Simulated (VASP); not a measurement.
# WS2 in VASP: notebook, part 2 of 2

VASP 6.6.1.

### 3 Single point, PBE+D3(BJ)

Contents of INCAR:

```
PREC     = Accurate       # precision mode
ENCUT    = 520            # plane-wave cutoff, eV
EDIFF    = 1E-6           # SCF threshold, eV
ISMEAR   = 0              # smearing method
SIGMA    = 0.02           # smearing width, eV
LREAL    = F              # projectors in reciprocal space
LASPH    = T              # aspherical terms in the spheres
NELM     = 60             # most SCF steps
ALGO     = Normal         # electronic algorithm
ISIF     = 2              # what is computed and relaxed
LWAVE    = F              # write WAVECAR
LCHARG   = F              # write CHGCAR
LDIPOL   = T            
IDIPOL   = 3            
DIPOL    = 0.5 0.5 0.500
GGA      = PE             # functional
IVDW     = 12             # dispersion correction
NBANDS   = 20             # bands
```

Contents of KPOINTS:

```
Automatic mesh
0
Gamma
  12 12 1
```

Contents of POSCAR:

```
WS2
1.0
    3.1571977692      0.0000000000      0.0000000000
   -1.5785988846      2.7342134729      0.0000000000
    0.0000000000      0.0000000000     32.2910878415
S W
2 1
Direct
    0.3333333333      0.6666666667      0.4512939308
    0.3333333333      0.6666666667      0.5487060692
    0.6666666667      0.3333333333      0.5000183653
```

Potentials or basis: VASP PAW PBE potentials, release 64 (S, W_sv).

The run is started by

```console
$ cat potpaw_PBE.64/S/POTCAR potpaw_PBE.64/W_sv/POTCAR > POTCAR
$ mpirun -np 1 vasp_std > vasp.out
```

OUTCAR:

```text
PREC = Accurate
   ENCUT = 520
   EDIFF = 1E-6
   ISMEAR = 0
   LREAL = F
   LASPH = T
   NELM = 60
   ISIF = 2
   GGA = PE
   IVDW = 12
 IVDW          = 12

 ion  position               nearest neighbor table
   1  0.333  0.667  0.451-   3 2.41   3 2.41   3 2.41
   2  0.333  0.667  0.549-   3 2.41   3 2.41   3 2.41
   3  0.667  0.333  0.500-   2 2.41   2 2.41   2 2.41   1 2.41   1 2.41   1 2.41

  LATTYP: Found a hexagonal cell.
 ALAT       =     3.1571977692
 C/A-ratio  =    10.2277684840

  Lattice vectors:

 A1 = (   3.1571977692,   0.0000000000,   0.0000000000)
 A2 = (  -1.5785988846,   2.7342134729,   0.0000000000)
 A3 = (   0.0000000000,   0.0000000000,  32.2910878415)

Analysis of symmetry for initial positions (statically):
=====================================================================
 Subroutine PRICEL returns:
 Original cell was already a primitive cell.

 Routine SETGRP: Setting up the symmetry group for a
 hexagonal supercell.

 Subroutine GETGRP returns: Found  6 space group operations
 (whereof  6 operations were pure point group operations)
 out of a pool of 24 trial point group operations.

The static configuration has the point symmetry C_3v.

Analysis of symmetry for dynamics (positions and initial velocities):
=====================================================================
 Subroutine PRICEL returns:
 Original cell was already a primitive cell.

 Routine SETGRP: Setting up the symmetry group for a
 hexagonal supercell.

 Subroutine GETGRP returns: Found  6 space group operations
 (whereof  6 operations were pure point group operations)
 out of a pool of 24 trial point group operations.

The dynamic configuration has the point symmetry C_3v.

 Subroutine INISYM returns: Found  6 space group operations
 (whereof  6 operations are pure point group operations),
 and found     1 'primitive' translations

----------------------------------------------------------------------------------------

                                     Primitive cell

  volume of cell :     278.7513

  direct lattice vectors                    reciprocal lattice vectors
     3.157197769  0.000000000  0.000000000     0.316736572  0.182867945  0.000000000
    -1.578598885  2.734213473  0.000000000     0.000000000  0.365735891  0.000000000
     0.000000000  0.000000000 32.291087842     0.000000000  0.000000000  0.030968297

  length of vectors
     3.157197769  3.157197769 32.291087842     0.365735891  0.365735891  0.030968297

  position of ions in fractional coordinates (direct lattice)
     0.333333333  0.666666667  0.451293931
     0.333333333  0.666666667  0.548706069
     0.666666667  0.333333333  0.500018365

  ion indices of the primitive-cell ions
   primitive index   ion index
                 1           1
                 2           2
                 3           3

----------------------------------------------------------------------------------------

 KPOINTS: Automatic mesh

Automatic generation of k-mesh.
 Grid dimensions read from file:
 generate k-points for:   12   12    1

 Generating k-lattice:

  Cartesian coordinates                     Fractional coordinates (reciprocal lattice)
     0.026394714  0.015238995  0.000000000     0.083333333  0.000000000  0.000000000
     0.000000000  0.030477991  0.000000000     0.000000000  0.083333333  0.000000000
     0.000000000  0.000000000  0.030968297     0.000000000  0.000000000  1.000000000

  Length of vectors
     0.030477991  0.030477991  0.030968297

  Shift w.r.t. Gamma in fractional coordinates (k-lattice)
     0.000000000  0.000000000  0.000000000

 Subroutine IBZKPT returns following result:
 ===========================================

 Found     19 irreducible k-points:

 Following reciprocal coordinates:
            Coordinates               Weight
  0.000000  0.000000  0.000000      1.000000
  0.083333 -0.000000  0.000000      6.000000
  0.166667  0.000000  0.000000      6.000000
  0.250000 -0.000000  0.000000      6.000000
  0.333333 -0.000000  0.000000      6.000000
  0.416667  0.000000  0.000000      6.000000
[... 11 lines left out ...]
  0.333333  0.250000  0.000000     12.000000
  0.333333  0.333333  0.000000      2.000000
   k-points           NKPTS =     19   k-points in BZ     NKDIM =     19   number of bands    NBANDS=     20
   number of dos      NEDOS =    301   number of ions     NIONS =      3
   total plane-waves  NPLWV = 138240
   dimension x,y,z NGX =    24 NGY =   24 NGZ =  240
   dimension x,y,z NGXF=    48 NGYF=   48 NGZF=  480
   ions per type =               2   1
   NGX,Y,Z   is equivalent  to a cutoff of  12.64, 12.64, 12.36 a.u.
   NGXF,Y,Z  is equivalent  to a cutoff of  25.27, 25.27, 24.71 a.u.
 SYSTEM =  unknown system
   PREC   = accura    normal or accurate (medium, high low for compatibility)
   ISTART =      0    job   : 0-new  1-cont  2-samecut
   ICHARG =      2    charge: 1-file 2-atom 10-const
   ISPIN  =      1    spin polarized calculation?
   LNONCOLLINEAR =      F non collinear calculations
   LSORBIT =      F    spin-orbit coupling
   LASPH  =      T    aspherical Exc in radial PAW
   ENCUT  =  520.0 eV  38.22 Ry    6.18 a.u.   5.87  5.87 60.04*2*pi/ulx,y,z
   NELM   =     60;   NELMIN=  2; NELMDL= -5     # of ELM steps
   EDIFF  = 0.1E-05   stopping-criterion for ELM
   LREAL  =      F    real-space projection
   EDIFFG = 0.1E-04   stopping-criterion for IOM
   NSW    =      0    number of steps for IOM
   IBRION =     -1    ionic relax: 0-MD 1-quasi-New 2-CG
   NFREE  =      0    steps in history (QN), initial steepest desc. (CG)
   ISIF   =      2    stress and relaxation
   ISYM   =      2    0-nonsym 1-usesym 2-fastsym
   POTIM  = 0.5000    time-step for ionic-motion
   TEBEG  =    0.0;   TEEND  =   0.0 temperature during run
   PSTRESS=    0.0 pullay stress
   NELECT =      26.0000    total number of electrons
   NUPDOWN=      -1.0000    fix difference up-down
   EMIN   =  10.00;   EMAX   =-10.00  energy-range for DOS
   EFERMI =   0.00;   METHOD = LEGACY
   ISMEAR =     0;   SIGMA  =   0.02  broadening in eV -4-tet -1-fermi 0-gaus
   EFERMI_NEDOS =   21; number of points for ismear=-14 and -15
   IALGO  =     38    algorithm
   IMIX   =      4    mixing-type and parameters
     AMIX     =   0.40;   BMIX     =  1.00
     AMIX_MAG =   1.60;   BMIX_MAG =  1.00
  volume/ion in A,a.u.               =      92.92       627.04
  Fermi-wavevector in a.u.,A,eV,Ry     =   0.742438  1.403005  7.499729  0.551215
  Thomas-Fermi vector in A             =   1.837317
   LORBIT       =      0    0 simple, 1 ext, 2 COOP (PROOUT), +10 PAW based schemes
   GGA     = PE    functional components
   LHFCALC =     F    Hartree Fock is set to
   AEXX    =    0.0000 exact exchange contribution
   IVDW    =    12    specifies the selected vdW correction
   LEPSILON=     F    determine dielectric tensor
   LRPA    =     F    only Hartree local field effects (RPA)
 non-spin polarized calculation
 Gauss-broadening in eV      SIGMA  =   0.02
  energy-cutoff  :      520.00
  volume of cell :      278.75
 maximum number of plane-waves:      7550
 NGX is ok and might be reduce to    24
   NGX = 11   NGY = 11   NGZ =121

 dipolmoment           0.000000      0.000000     -0.000007 electrons x Angstroem

 number of electron      25.9999999 magnetization

 dipolmoment           0.000000      0.000000      0.000028 electrons x Angstroem

 Free energy of the ion-electron system (eV)
  ---------------------------------------------------
  ext. energy  EPLUGINS =         0.00000000
  ---------------------------------------------------
  free energy    TOTEN  =       -23.66286926 eV

  energy without entropy =      -23.66286926  energy(sigma->0) =      -23.66286926

 E-fermi :  -3.1286     XC(G=0):  -2.4381

 val. band max:       -3.2703806588   @ k =   0.3333   0.3333   0.0000
 cond. band min:      -1.3469238169   @ k =   0.3333   0.3333   0.0000
 fundamental gap:      1.9234568419
 Fermi energy:        -3.1286448654

 k-point     1 :       0.0000    0.0000    0.0000
  band No.  band energies     occupation
      1     -77.2680      2.00000
      2     -41.5229      2.00000
      3     -41.3475      2.00000
      4     -41.3475      2.00000
      5     -18.1132      2.00000
      6     -16.4738      2.00000
[... 426 lines left out ...]
     19       3.8968      0.00000
     20       6.0737      0.00000

------------------------ aborting loop because EDIFF is reached ----------------------------------------

 vacuum level on the upper side and lower side of the slab       (xc-potential included)        -0.101        -0.101

 Edisp (eV)   -0.93180

 E8    (eV) :    -0.4193

  FORCE on cell =-STRESS in cart. coord.  units (eV):
  Direction    XX          YY          ZZ          XY          YZ          ZX
  --------------------------------------------------------------------------------------
  -------------------------------------------------------------------------------------
  Total       0.15386     0.15386     0.24045    -0.00000    -0.00000    -0.00000
  in kB       0.88432     0.88432     1.38205    -0.00000    -0.00000    -0.00000
  external pressure =        1.05 kB  Pullay stress =        0.00 kB

 VOLUME and BASIS-vectors are now :
 -----------------------------------------------------------------------------
  energy-cutoff  :      520.00
  volume of cell :      278.75
      direct lattice vectors                 reciprocal lattice vectors
     3.157197769  0.000000000  0.000000000     0.316736572  0.182867945  0.000000000
    -1.578598885  2.734213473  0.000000000     0.000000000  0.365735891  0.000000000
     0.000000000  0.000000000 32.291087842     0.000000000  0.000000000  0.030968297

 POSITION                                       TOTAL-FORCE (eV/Angst)
 -----------------------------------------------------------------------------------
     -0.00000      1.82281     14.57277         0.000000     -0.000000     -0.075678
     -0.00000      1.82281     17.71832         0.000000      0.000000      0.095290
      1.57860      0.91140     16.14614        -0.000000     -0.000000     -0.019612
 -----------------------------------------------------------------------------------
    total drift:                               -0.000000     -0.000000     -0.000006

  FREE ENERGIE OF THE ION-ELECTRON SYSTEM (eV)
  ---------------------------------------------------
  free  energy   TOTEN  =       -24.5946742072 eV

  energy  without entropy=      -24.5946742072  energy(sigma->0) =      -24.59467421

 vacuum level on the upper side and lower side of the slab         2.344         2.343
```

Wall time 3.2 min (1 thread of Intel Xeon Platinum 8488C (Sapphire Rapids), shared host); peak memory 0.41 GiB.

What came out:

- Free energy: -24.5947 eV
- Largest force: 0.095 eV/Å
- Band gap on the k mesh: 1.92 eV, direct
- Dispersion energy per atom: -0.311 eV

Forces on the atoms (eV/Å):
```
S    0.000  0.000 -0.076
S    0.000  0.000  0.095
W    0.000  0.000 -0.020
```

Caveat: spin-orbit coupling is left out, which moves the levels of the heavy elements.

### 4 Single point, PBE+D3(BJ)

Contents of INCAR:

```
SYSTEM = WS2
PREC     = Accurate       ! precision mode
ENCUT    = 520            ! plane-wave cutoff, eV
EDIFF    = 1E-6           ! SCF threshold, eV
ISMEAR   = 0              ! smearing method
SIGMA    = 0.02           ! smearing width, eV
LREAL    = .False.        ! projectors in reciprocal space
LASPH    = .True.         ! aspherical terms in the spheres
NELM     = 100            ! most SCF steps
ALGO     = Normal         ! electronic algorithm
ISIF     = 2              ! what is computed and relaxed
LWAVE    = .False.        ! write WAVECAR
LCHARG   = .True.         ! write CHGCAR
LDIPOL   = .True.       
IDIPOL   = 3            
DIPOL    = 0.5 0.5 0.500
GGA      = PE             ! functional
IVDW     = 12             ! dispersion correction
LELF     = .True.         ! ELF
LVHAR    = .True.       
LVACPOTAV= .True.       
NBANDS   = 20             ! bands
```

Contents of KPOINTS:

```
Automatic mesh
0
Gamma
  12 12 1
  0 0 0
```

Contents of POSCAR:

```
WS2
1.0
    3.1595457183      0.0000000000      0.0000000000
   -1.5797728592      2.7362468565      0.0000000000
    0.0000000000      0.0000000000     32.2910878415
S W
2 1
Direct
    0.3333333333      0.6666666667      0.4511980940
    0.3333333333      0.6666666667      0.5488141510
    0.6666666667      0.3333333333      0.5000061202
```

The run is started by

```console
$ cat potpaw_PBE.64/S/POTCAR potpaw_PBE.64/W_sv/POTCAR > POTCAR
$ mpirun -np 1 vasp_std > vasp.out
```

It took 3 min on 1 thread of Intel Xeon Platinum 8488C (Sapphire Rapids), shared host; peak memory 0.41 GiB.

Results (log left out):

| Item | Value |
| --- | --- |
| Free energy | -24.5951 eV |
| Band gap on the k mesh | 1.92 eV, direct |
| Dispersion energy per atom | -0.310 eV |
| Ionisation potential of the upper face | 5.65 eV |

Forces on the atoms (eV/Å):
```
S    0.000  0.000 -0.003
S    0.000  0.000  0.003
W    0.000  0.000  0.000
```

Levels at points of the mesh, in eV from the valence-band top:
| k point | band 9 | band 10 | band 11 | band 12 | band 13 | band 14 | band 15 | band 16 | band 17 | band 18 |
| --- | --- | --- | --- | --- | --- | --- | --- | --- | --- | --- |
| (0.00, 0.00, 0.00) | -2.81 | -2.21 | -1.57 | -1.57 | -0.14 | 2.94 | 2.94 | 3.07 | 3.07 | 5.01 |
| (0.50, 0.00, 0.00) | -4.47 | -3.40 | -2.22 | -1.22 | -0.96 | 2.95 | 3.37 | 4.06 | 4.75 | 5.17 |

Caveat: spin-orbit coupling is left out, which moves the levels of the heavy elements.

### 5 Single point, PBE+D3(BJ)

INCAR is that of step 4.

KPOINTS is that of step 4.

Contents of POSCAR:

```
WS2
1.0
    3.1595457101      0.0000000000      0.0000000000
   -1.5797728550      2.7362468493      0.0000000000
    0.0000000000      0.0000000000     32.2910878327
S W
2 1
Direct
    0.3333333333      0.6666666667      0.4511980950
    0.3333333333      0.6666666667      0.5488141500
    0.6666666667      0.3333333333      0.5000061204
```

Potentials or basis: VASP PAW PBE potentials, release 64 (S, W_sv).

The run is started by

```console
$ cat potpaw_PBE.64/S/POTCAR potpaw_PBE.64/W_sv/POTCAR > POTCAR
$ mpirun -np 1 vasp_std > vasp.out
```

OUTCAR:

```text
SYSTEM = WS2
   PREC = Accurate
   ENCUT = 520
   EDIFF = 1E-6
   ISMEAR = 0
   LREAL = .False.
   LASPH = .True.
   NELM = 100
   ISIF = 2
   GGA = PE
   IVDW = 12
 IVDW          = 12

 ion  position               nearest neighbor table
   1  0.333  0.667  0.451-   3 2.41   3 2.41   3 2.41
   2  0.333  0.667  0.549-   3 2.41   3 2.41   3 2.41
   3  0.667  0.333  0.500-   1 2.41   1 2.41   1 2.41   2 2.41   2 2.41   2 2.41

  LATTYP: Found a hexagonal cell.
 ALAT       =     3.1595457101
[... 636 lines left out ...]

  FORCE on cell =-STRESS in cart. coord.  units (eV):
  Direction    XX          YY          ZZ          XY          YZ          ZX
  --------------------------------------------------------------------------------------
  -------------------------------------------------------------------------------------
  Total      -0.01337    -0.01337    -0.01968    -0.00000     0.00000     0.00000
  in kB      -0.07675    -0.07675    -0.11297    -0.00000     0.00000     0.00000
  external pressure =       -0.09 kB  Pullay stress =        0.00 kB

 VOLUME and BASIS-vectors are now :
 -----------------------------------------------------------------------------
  energy-cutoff  :      520.00
  volume of cell :      279.17
      direct lattice vectors                 reciprocal lattice vectors
     3.159545710  0.000000000  0.000000000     0.316501197  0.182732051  0.000000000
    -1.579772855  2.736246849  0.000000000     0.000000000  0.365464103  0.000000000
     0.000000000  0.000000000 32.291087833     0.000000000  0.000000000  0.030968297

 POSITION                                       TOTAL-FORCE (eV/Angst)
 -----------------------------------------------------------------------------------
     -0.00000      1.82416     14.56968         0.000000      0.000000     -0.002683
     -0.00000      1.82416     17.72181         0.000000      0.000000      0.002683
      1.57977      0.91208     16.14574         0.000000     -0.000000      0.000000
 -----------------------------------------------------------------------------------
    total drift:                                0.000000     -0.000000     -0.000137

  FREE ENERGIE OF THE ION-ELECTRON SYSTEM (eV)
  ---------------------------------------------------
  free  energy   TOTEN  =       -24.5951121466 eV

  energy  without entropy=      -24.5951121466  energy(sigma->0) =      -24.59511215

 vacuum level on the upper side and lower side of the slab         2.384         2.384
```

Run time: 2.2 min. Hardware: 1 thread of Intel Xeon Platinum 8375C at 2.90GHz (Ice Lake), shared host; peak memory 0.41 GiB.

Results:

```yaml
Free_energy: -24.5951 eV
Band_gap_on_the_k_mesh: 1.92 eV, direct
Dispersion_energy_per_atom: -0.310 eV
Ionisation_potential_of_the_upper_face: 5.65 eV
```

Forces on the atoms (eV/Å):
```
S    0.000  0.000 -0.003
S    0.000  0.000  0.003
W    0.000  0.000  0.000
```

Caveat: spin-orbit coupling is left out, which moves the levels of the heavy elements.

### 6 Single point, PBE+D3(BJ)

This run uses another cell than the first one, of 53.75 Å³/atom, 0.578 times its volume.

Contents of INCAR:

```
SYSTEM = WS2
PREC     = Accurate       ! precision mode
ENCUT    = 400            ! plane-wave cutoff, eV
EDIFF    = 1E-6           ! SCF threshold, eV
ISMEAR   = 0              ! smearing method
SIGMA    = 0.05           ! smearing width, eV
LREAL    = .False.        ! projectors in reciprocal space
LASPH    = .True.         ! aspherical terms in the spheres
NELM     = 120            ! most SCF steps
ALGO     = Normal         ! electronic algorithm
ISIF     = 2              ! what is computed and relaxed
LWAVE    = .False.        ! write WAVECAR
LCHARG   = .False.        ! write CHGCAR
LDIPOL   = .True.       
IDIPOL   = 3            
DIPOL    = 0.5 0.5 0.299
GGA      = PE             ! functional
IVDW     = 12             ! dispersion correction
NBANDS   = 20             ! bands
GGA_COMPAT= .False.      
NELMDL   = -8
```

Contents of KPOINTS:

```
regular mesh
0
Gamma
  9 9 1
  0 0 0
```

Contents of POSCAR:

```
WS2
1.0
    3.1595456682      0.0000000000      0.0000000000
   -1.5797728341      2.7362468131      0.0000000000
    0.0000000000      0.0000000000     18.6521287165
S W
2 1
Direct
    0.3333333333      0.6666666667      0.2144527341
    0.3333333333      0.6666666667      0.3834483895
    0.6666666667      0.3333333333      0.2989505578
```

Potentials or basis: VASP PAW PBE potentials, release 64 (S, W_sv).

The run is started by

```console
$ cat potpaw_PBE.64/S/POTCAR potpaw_PBE.64/W_sv/POTCAR > POTCAR
$ mpirun -np 1 vasp_std > vasp.out
```

It took 30 s on 1 thread of Intel Xeon 6975P-C (Granite Rapids), shared host; peak memory 0.24 GiB.

Results (log left out):

```
Free energy                : -24.5967 eV
Largest force              : 0.004 eV/Å
Band gap on the k mesh     : 1.92 eV, direct
Dispersion energy per atom : -0.310 eV
```

Forces on the atoms (eV/Å):
```
S    0.000  0.000 -0.004
S    0.000  0.000  0.004
W    0.000  0.000  0.000
```

Levels at points of the mesh, in eV from the valence-band top:
| k point | band 9 | band 10 | band 11 | band 12 | band 13 | band 14 | band 15 | band 16 | band 17 | band 18 |
| --- | --- | --- | --- | --- | --- | --- | --- | --- | --- | --- |
| (0.00, 0.00, 0.00) | -2.81 | -2.21 | -1.57 | -1.57 | -0.14 | 2.94 | 2.94 | 3.07 | 3.07 | 4.99 |

Caveat: spin-orbit coupling is left out, which moves the levels of the heavy elements.

### 7 Summary

```tsv
cell	k mesh	cutoff (eV)	smearing	gap on the mesh (eV)	largest force (eV/Å)
a = 3.157, b = 3.157, c = 32.291 Å, angles 90.0, 90.0, 120.0°, 3 atoms	6 × 6 × 1	520	gaussian 0.1 eV	1.92	0.10
a = 3.157, b = 3.157, c = 32.291 Å, angles 90.0, 90.0, 120.0°, 3 atoms	12 × 12 × 1	520	gaussian 0.02 eV	1.92	0.10
a = 3.160, b = 3.160, c = 32.291 Å, angles 90.0, 90.0, 120.0°, 3 atoms	12 × 12 × 1	520	gaussian 0.02 eV	1.92	-
a = 3.160, b = 3.160, c = 18.652 Å, angles 90.0, 90.0, 120.0°, 3 atoms	9 × 9 × 1	400	gaussian 0.05 eV	1.92	-
```

Alike in all rows: task single point; level PBE+D3(BJ); potentials or basis VASP PAW PBE potentials, release 64 (S, W_sv); no spin polarisation.

Caveats: spin-orbit coupling is left out, which moves the levels of the heavy elements.

Absolute energies hang on the potentials; compare differences alone.
